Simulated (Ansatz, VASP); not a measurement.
**Two plane-wave programs on Pb**

Contents of INCAR:

```
PREC = Accurate
ENCUT = 520
EDIFF = 1E-6
ISMEAR = -1
SIGMA = 0.05
LREAL = False
LASPH = True
NELM = 100
ALGO = Normal
ISIF = 2
LWAVE = False
LCHARG = True
GGA = B5
ALDAX = 1.0
AGGAX = 1.0
AGGAC = 1.0
ALDAC = 0.0
LELF = True
LVHAR = True
NBANDS = 13
```

KPOINTS

```
regular mesh
0
Gamma
  5 5 5
```

POSCAR

```
Pb
1.0
    0.0193336300      2.4628699300      2.4528113600
    2.5028571400     -0.0067465600      2.4788915500
    2.4813249000      2.4674178800      0.0147856800
Pb
1
Direct
    0.0000000000      0.0000000000      0.0000000000
```

The input input.yaml:

```yaml
crystal:
  lattice:
    - [0.01933363, 2.46286993, 2.45281136]
    - [2.50285714, -0.00674656, 2.47889155]
    - [2.4813249, 2.46741788, 0.01478568]
  atoms:
    - { symbol: Pb, position: [0.0, 0.0, 0.0] }
hamiltonian:
  xc: blyp
  pseudopotentials: { kind: paw }
kpoints:
  mp_grid: { grid: [5, 5, 5] }
  band_path:
    path:
      - [[0.0, -0.5, 0.0], [0.0, 0.0, 0.0], [0.5, 0.5, 0.5]]
      - [[0.5, 0.0, 0.5], [0.0, 0.0, 0.0], [-0.5, 0.0, 0.0]]
      - [[-0.5, -0.5, 0.0], [0.0, 0.0, 0.0], [0.0, 0.5, 0.5]]
      - [[0.0, 0.0, 0.5], [0.0, 0.0, 0.0]]
    npoints: 14
scf:
  occupations: { method: fermi_dirac, width: 0.05 }
  n_extra_bands: 6
output:
  forces: true
  stress: true
  eigenvalues: true
  fatbands: false
```

Alike in both runs: functional BLYP; k mesh 5 × 5 × 5; occupations fermi-dirac, width 0.05 eV; no spin polarisation.

|  | VASP | Ansatz |
| --- | --- | --- |
| version | VASP 6.6.1 | Ansatz 0.2.0 |
| potentials or method | VASP PAW PBE potentials, release 64 (Pb_d) | Ansatz PAW |
| plane-wave cutoff (eV) | 520 | 420 |
| valence electrons in the cell | 14 | 14 |
| task | single point | band structure |

|  | VASP | Ansatz | Ansatz less VASP |
| --- | --- | --- | --- |
| gap on the k mesh at the Fermi level (eV) | none | none | - |
| pressure (GPa) | 6.0 | 5.9 | -0.13 |
| traceless stress, the component that is largest in VASP (GPa) | -0.61 | -0.61 | +0.005 |

VASP's potentials were made for PBE, not for BLYP. A gap of «none» marks a metal or a gap that the smearing closes.

The k mesh is coarse, so the values compare programs but aren't converged. Neither program's run includes spin-orbit coupling.
